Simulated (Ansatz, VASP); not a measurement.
**Two plane-wave programs on Sc**

The input INCAR:

```
PREC = Accurate
ENCUT = 520
EDIFF = 1E-6
ISMEAR = 0
SIGMA = 0.1
LREAL = F
LASPH = T
NELM = 60
ALGO = Normal
ISIF = 2
LWAVE = F
LCHARG = F
LDIPOL = T
IDIPOL = 3
DIPOL = 0.5 0.5 0.500
GGA = PS
NBANDS = 42
```

File KPOINTS:

```
regular mesh
0
Gamma
  12 12 1
```

POSCAR

```
Sc
1.0
    3.2769193511      0.0000000000      0.0000000000
   -1.6384596755      2.8378954042      0.0000000000
    0.0000000000      0.0000000000     27.7062695259
Sc
6
Direct
    0.6666666667      0.3333333333      0.2706968541
    0.3333333333      0.6666666667      0.3624181125
    0.6666666667      0.3333333333      0.4541393708
    0.3333333333      0.6666666667      0.5458606292
    0.6666666667      0.3333333333      0.6375818875
    0.3333333333      0.6666666667      0.7293031459
```

Input for Ansatz:

```yaml
crystal:
  lattice:
    - [3.2769193511, 0.0, 0.0]
    - [-1.6384596755, 2.8378954042, 0.0]
    - [0.0, 0.0, 27.7062695259]
  atoms:
    - { symbol: Sc, position: [0.6666666667, 0.3333333333, 0.2706968541] }
    - { symbol: Sc, position: [0.3333333333, 0.6666666667, 0.3624181125] }
    - { symbol: Sc, position: [0.6666666667, 0.3333333333, 0.4541393708] }
    - { symbol: Sc, position: [0.3333333333, 0.6666666667, 0.5458606292] }
    - { symbol: Sc, position: [0.6666666667, 0.3333333333, 0.6375818875] }
    - { symbol: Sc, position: [0.3333333333, 0.6666666667, 0.7293031459] }
basis:
  ecutwfc: 420
kpoints:
  mp_grid: { grid: [12, 12, 1] }
hamiltonian:
  xc: pbesol
scf:
  occupations: { method: gaussian, width: 0.1 }
output:
  forces: true
  stress: true
  eigenvalues: true
efield:
  axis: 3
  dipole_correction: true
```

Alike in both runs: task single point; functional PBEsol; k mesh 12 × 12 × 1; occupations gaussian, width 0.1 eV; no spin polarisation.

```csv
,VASP,Ansatz
version,VASP 6.6.1,Ansatz 0.2.0
potentials or method,"VASP PAW PBE potentials, release 64 (Sc_sv), cutoff 520 eV","scalar-relativistic, plane waves, PAW"
valence electrons in the cell,66,66
```

Ansatz gave:

| Quantity | Value |
| --- | --- |
| gap on the k mesh at the Fermi level (eV) | none |
| rms of the force components (eV/Å) | 0.083 |

Problem. Estimate VASP's values.

Solution. gap on the k mesh at the Fermi level (eV): none; rms of the force components (eV/Å): 0.082.

VASP's potentials were made for PBE, not for PBEsol. Atom by atom the forces differ by 0.002 eV/Å (rms over components). A gap of «none» marks a metal or a gap that the smearing closes. Ansatz's warnings: vacuum density over bound.
